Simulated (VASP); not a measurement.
# AlN (P6_3/mmc) in VASP: further runs

AlN is run at these levels: LDA; tasks: single point.

Program: VASP 6.6.1. These are calculated values, not measurements. Logs are shortened: lines on timing, memory, paths and dates and some standing lists are left out, and cuts for length are marked.

**1. The cell of the first run**

It takes space group P6_3/mmc (No. 194, hexagonal). Conventional cell: a = 3.245 Å, b = 3.245 Å, c = 4.102 Å, α = 90.00°, β = 90.00°, γ = 120.00°. Within 2.5 Å of Al (site symmetry -6m2) lie 5 N at 1.87 to 2.05 Å. N (site symmetry -6m2) has 5 Al at 1.87 to 2.05 Å within 2.5 Å.

**2. Single point, LDA**

INCAR reads:

```
ALGO = Normal
EDIFF = 1E-7
ENCUT = 520
ISIF = 2
ISMEAR = 1
LASPH = True
LCHARG = True
LELF = True
LREAL = False
LVHAR = True
LWAVE = False
NBANDS = 16
NELM = 60
PREC = Accurate
SIGMA = 0.05
```

KPOINTS reads:

```
k-points
0
Gamma
  12 12 6
```

POSCAR reads:

```
AlN
1.0
    3.2445028241      0.0000000000      0.0000000000
   -1.6222514120      2.8098212842      0.0000000000
    0.0000000000      0.0000000000      4.1020785442
Al N
2 2
Direct
    0.3333333333      0.6666666667      0.7500000000
    0.6666666667      0.3333333333      0.2500000000
    0.3333333333      0.6666666667      0.2500000000
    0.6666666667      0.3333333333      0.7500000000
```

Potentials or basis: VASP PAW LDA potentials, release 64 (Al, N).

Run with:

```sh
cat potpaw_LDA.64/Al/POTCAR potpaw_LDA.64/N/POTCAR > POTCAR
mpirun -np 1 vasp_std > vasp.out
```

OUTCAR:

```text
EDIFF = 1E-7
   ENCUT = 520
   ISIF = 2
   ISMEAR = 1
   LASPH = True
   LREAL = False
   NELM = 60
   PREC = Accurate

 ion  position               nearest neighbor table
   1  0.333  0.667  0.750-   4 1.87   4 1.87   4 1.87   3 2.05   3 2.05   2 2.78   2 2.78   2 2.78
                             2 2.78   2 2.78   2 2.78
   2  0.667  0.333  0.250-   3 1.87   3 1.87   3 1.87   4 2.05   4 2.05   1 2.78   1 2.78   1 2.78
                             1 2.78   1 2.78   1 2.78
   3  0.333  0.667  0.250-   2 1.87   2 1.87   2 1.87   1 2.05   1 2.05
   4  0.667  0.333  0.750-   1 1.87   1 1.87   1 1.87   2 2.05   2 2.05

  LATTYP: Found a hexagonal cell.
 ALAT       =     3.2445028241
 C/A-ratio  =     1.2643165276

  Lattice vectors:

 A1 = (   3.2445028241,   0.0000000000,   0.0000000000)
 A2 = (  -1.6222514120,   2.8098212842,   0.0000000000)
 A3 = (   0.0000000000,   0.0000000000,   4.1020785442)

Analysis of symmetry for initial positions (statically):
=====================================================================
 Subroutine PRICEL returns:
 Original cell was already a primitive cell.

 Routine SETGRP: Setting up the symmetry group for a
 hexagonal supercell.

 Subroutine GETGRP returns: Found 24 space group operations
 (whereof 12 operations were pure point group operations)
 out of a pool of 24 trial point group operations.

The static configuration has the point symmetry D_3d.
 The point group associated with its full space group is D_6h.

Analysis of symmetry for dynamics (positions and initial velocities):
=====================================================================
 Subroutine PRICEL returns:
 Original cell was already a primitive cell.

 Routine SETGRP: Setting up the symmetry group for a
 hexagonal supercell.

 Subroutine GETGRP returns: Found 24 space group operations
 (whereof 12 operations were pure point group operations)
 out of a pool of 24 trial point group operations.

The dynamic configuration has the point symmetry D_3d.
 The point group associated with its full space group is D_6h.

 Subroutine INISYM returns: Found 24 space group operations
 (whereof 12 operations are pure point group operations),
 and found     1 'primitive' translations

----------------------------------------------------------------------------------------

                                     Primitive cell

  volume of cell :      37.3965

  direct lattice vectors                    reciprocal lattice vectors
     3.244502824  0.000000000  0.000000000     0.308213632  0.177947260  0.000000000
    -1.622251412  2.809821284  0.000000000     0.000000000  0.355894521  0.000000000
     0.000000000  0.000000000  4.102078544     0.000000000  0.000000000  0.243778852

  length of vectors
     3.244502824  3.244502318  4.102078544     0.355894465  0.355894521  0.243778852

  position of ions in fractional coordinates (direct lattice)
     0.333333333  0.666666667  0.750000000
     0.666666667  0.333333333  0.250000000
     0.333333333  0.666666667  0.250000000
     0.666666667  0.333333333  0.750000000

  ion indices of the primitive-cell ions
   primitive index   ion index
                 1           1
                 2           2
                 3           3
                 4           4

----------------------------------------------------------------------------------------

 KPOINTS: k-points

Automatic generation of k-mesh.
 Grid dimensions read from file:
 generate k-points for:   12   12    6

 Generating k-lattice:

  Cartesian coordinates                     Fractional coordinates (reciprocal lattice)
     0.025684469  0.014828938  0.000000000     0.083333333  0.000000000  0.000000000
     0.000000000  0.029657877  0.000000000     0.000000000  0.083333333  0.000000000
     0.000000000  0.000000000  0.040629809     0.000000000  0.000000000  0.166666667

  Length of vectors
     0.029657872  0.029657877  0.040629809

  Shift w.r.t. Gamma in fractional coordinates (k-lattice)
     0.000000000  0.000000000  0.000000000

 Subroutine IBZKPT returns following result:
 ===========================================

 Found     76 irreducible k-points:

 Following reciprocal coordinates:
            Coordinates               Weight
  0.000000  0.000000  0.000000      1.000000
  0.083333  0.000000  0.000000      6.000000
  0.166667  0.000000  0.000000      6.000000
  0.250000  0.000000  0.000000      6.000000
  0.333333  0.000000  0.000000      6.000000
  0.416667  0.000000  0.000000      6.000000
[... 16 lines left out ...]
  0.250000  0.000000  0.166667     12.000000
  0.333333  0.000000  0.166667     12.000000
 [... further k-points ...]
   k-points           NKPTS =     76   k-points in BZ     NKDIM =     76   number of bands    NBANDS=     16
   number of dos      NEDOS =    301   number of ions     NIONS =      4
   total plane-waves  NPLWV =  18432
   dimension x,y,z NGX =    24 NGY =   24 NGZ =   32
   dimension x,y,z NGXF=    48 NGYF=   48 NGZF=   64
   ions per type =               2   2
   NGX,Y,Z   is equivalent  to a cutoff of  12.30, 12.30, 12.97 a.u.
   NGXF,Y,Z  is equivalent  to a cutoff of  24.59, 24.59, 25.94 a.u.
 SYSTEM =  unknown system
   PREC   = accura    normal or accurate (medium, high low for compatibility)
   ISTART =      0    job   : 0-new  1-cont  2-samecut
   ICHARG =      2    charge: 1-file 2-atom 10-const
   ISPIN  =      1    spin polarized calculation?
   LNONCOLLINEAR =      F non collinear calculations
   LSORBIT =      F    spin-orbit coupling
   LASPH  =      T    aspherical Exc in radial PAW
   ENCUT  =  520.0 eV  38.22 Ry    6.18 a.u.   6.03  6.03  7.63*2*pi/ulx,y,z
   NELM   =     60;   NELMIN=  2; NELMDL= -5     # of ELM steps
   EDIFF  = 0.1E-06   stopping-criterion for ELM
   LREAL  =      F    real-space projection
   EDIFFG = 0.1E-05   stopping-criterion for IOM
   NSW    =      0    number of steps for IOM
   IBRION =     -1    ionic relax: 0-MD 1-quasi-New 2-CG
   NFREE  =      0    steps in history (QN), initial steepest desc. (CG)
   ISIF   =      2    stress and relaxation
   ISYM   =      2    0-nonsym 1-usesym 2-fastsym
   POTIM  = 0.5000    time-step for ionic-motion
   TEBEG  =    0.0;   TEEND  =   0.0 temperature during run
   PSTRESS=    0.0 pullay stress
   NELECT =      16.0000    total number of electrons
   NUPDOWN=      -1.0000    fix difference up-down
   EMIN   =  10.00;   EMAX   =-10.00  energy-range for DOS
   EFERMI =   0.00;   METHOD = LEGACY
   ISMEAR =     1;   SIGMA  =   0.05  broadening in eV -4-tet -1-fermi 0-gaus
   EFERMI_NEDOS =   21; number of points for ismear=-14 and -15
   IALGO  =     38    algorithm
   IMIX   =      4    mixing-type and parameters
     AMIX     =   0.40;   BMIX     =  1.00
     AMIX_MAG =   1.60;   BMIX_MAG =  1.00
  volume/ion in A,a.u.               =       9.35        63.09
  Fermi-wavevector in a.u.,A,eV,Ry     =   1.233591  2.331149 20.704624  1.521747
  Thomas-Fermi vector in A             =   2.368315
   LORBIT       =      0    0 simple, 1 ext, 2 COOP (PROOUT), +10 PAW based schemes
   GGA     = CA    functional components
   LHFCALC =     F    Hartree Fock is set to
   AEXX    =    0.0000 exact exchange contribution
   IVDW    =     0    specifies the selected vdW correction
   LEPSILON=     F    determine dielectric tensor
   LRPA    =     F    only Hartree local field effects (RPA)
 non-spin polarized calculation
 Methfessel and Paxton  Order N= 1 SIGMA  =   0.05
  energy-cutoff  :      520.00
  volume of cell :       37.40
 maximum number of plane-waves:      1032
   NGX = 13   NGY = 13   NGZ = 15

 number of electron      15.9999997 magnetization

 Free energy of the ion-electron system (eV)
  ---------------------------------------------------
  ext. energy  EPLUGINS =         0.00000000
  ---------------------------------------------------
  free energy    TOTEN  =       -32.46625985 eV

  energy without entropy =      -32.46626321  energy(sigma->0) =      -32.46626097

 E-fermi :   8.4446     XC(G=0): -11.7637

 val. band max:        8.4025557400   @ k =   0.0000   0.0000   0.0000
 cond. band min:      12.1493217390   @ k =   0.0000   0.0000   0.0000
 fundamental gap:      3.7467659990
 Fermi energy:         8.4446488732

 k-point     1 :       0.0000    0.0000    0.0000
  band No.  band energies     occupation
      1      -8.7220      2.00000
      2      -4.6785      2.00000
      3       1.1108      2.00000
      4       4.9469      2.00000
      5       4.9469      2.00000
      6       6.6733      2.00000
[... 8 lines left out ...]
     15      20.4190      0.00000
     16      20.4191      0.00000

 k-point     2 :       0.0833    0.0000    0.0000
  band No.  band energies     occupation
      1      -8.6358      2.00000
      2      -4.6740      2.00000
      3       1.2004      2.00000
      4       4.6409      2.00000
      5       4.8207      2.00000
      6       6.3869      2.00000
[... 8 lines left out ...]
     15      20.0448      0.00000
     16      20.1500      0.00000

 k-point     3 :       0.1667    0.0000    0.0000
  band No.  band energies     occupation
      1      -8.3829      2.00000
      2      -4.6774      2.00000
      3       1.4653      2.00000
      4       3.8863      2.00000
      5       4.5264      2.00000
      6       5.7570      2.00000
[... 8 lines left out ...]
     15      19.2995      0.00000
     16      20.7418      0.00000

 k-point     4 :       0.2500    0.0000    0.0000
  band No.  band energies     occupation
      1      -7.9823      2.00000
      2      -4.7369      2.00000
      3       1.8919      2.00000
      4       3.0066      2.00000
      5       4.1965      2.00000
      6       5.0777      2.00000
[... 8 lines left out ...]
     15      18.7875      0.00000
     16      21.2691      0.00000
[... 324 lines left out ...]
 k-point    22 :       0.1667    0.0000    0.1667
  band No.  band energies     occupation
      1      -8.2072      2.00000
      2      -5.0654      2.00000
      3       1.7690      2.00000
      4       4.1959      2.00000
      5       4.6516      2.00000
      6       5.3826      2.00000
[... 8 lines left out ...]
     15      19.9329      0.00000
     16      20.8397      0.00000

 k-point    23 :       0.2500    0.0000    0.1667
  band No.  band energies     occupation
      1      -7.8152      2.00000
      2      -5.0293      2.00000
      3       1.7212      2.00000
      4       3.6238      2.00000
      5       4.3345      2.00000
      6       4.6433      2.00000
[... 8 lines left out ...]
     15      19.6646      0.00000
     16      21.1676      0.00000

 k-point    24 :       0.3333    0.0000    0.1667
  band No.  band energies     occupation
      1      -7.3213      2.00000
      2      -5.0872      2.00000
      3       1.4730      2.00000
      4       3.3023      2.00000
      5       4.0639      2.00000
      6       4.1463      2.00000
[... 8 lines left out ...]
     15      20.3091      0.00000
     16      21.4996      0.00000

 [... further k-points ...]
[... 5 lines left out ...]
  --------------------------------------------------------------------------------------
  -------------------------------------------------------------------------------------
  Total        1.5376914      1.5376907      0.7304208      0.0000000      0.0000000     -0.0000000
  in kB       65.8792933     65.8792659     31.2934113      0.0000000      0.0000000     -0.0000000
  external PRESSURE =      54.3506568 kB  Pullay stress =       0.0000000 kB

 VOLUME and BASIS-vectors are now :
 -----------------------------------------------------------------------------
  energy-cutoff  :      520.00
  volume of cell :       37.40
      direct lattice vectors                 reciprocal lattice vectors
     3.244502824  0.000000000  0.000000000     0.308213632  0.177947260  0.000000000
    -1.622251412  2.809821284  0.000000000     0.000000000  0.355894521  0.000000000
     0.000000000  0.000000000  4.102078544     0.000000000  0.000000000  0.243778852

 POSITION                                       TOTAL-FORCE (eV/Angst)
 -----------------------------------------------------------------------------------
     -0.00000      1.87321      3.07656         0.000000      0.000000      0.000000
      1.62225      0.93661      1.02552        -0.000000      0.000000      0.000000
     -0.00000      1.87321      1.02552        -0.000000     -0.000000      0.000000
      1.62225      0.93661      3.07656         0.000000      0.000000      0.000000
 -----------------------------------------------------------------------------------
    total drift:                               -0.000000      0.000000      0.000000

  FREE ENERGIE OF THE ION-ELECTRON SYSTEM (eV)
  ---------------------------------------------------
  free  energy   TOTEN  =       -32.4662598536 eV

  energy  without entropy=      -32.4662632104  energy(sigma->0) =      -32.46626097
```

It took 13 s on 1 thread of Intel Xeon 6975P-C (Granite Rapids), shared host; peak memory 0.15 GiB.

What came out:

| Property | Result |
| --- | --- |
| Free energy | -32.4663 eV |
| Pressure | 5.4 GPa |
| Band gap on the k mesh | 3.75 eV, direct |

Stress tensor (GPa, compression positive):
```
6.59 0.00 0.00
0.00 6.59 0.00
0.00 0.00 3.13
```

A k mesh can miss the band edges. A hybrid or GW would open this gap; LDA tends to underestimate it.

(Continued in part 2 of 2.)
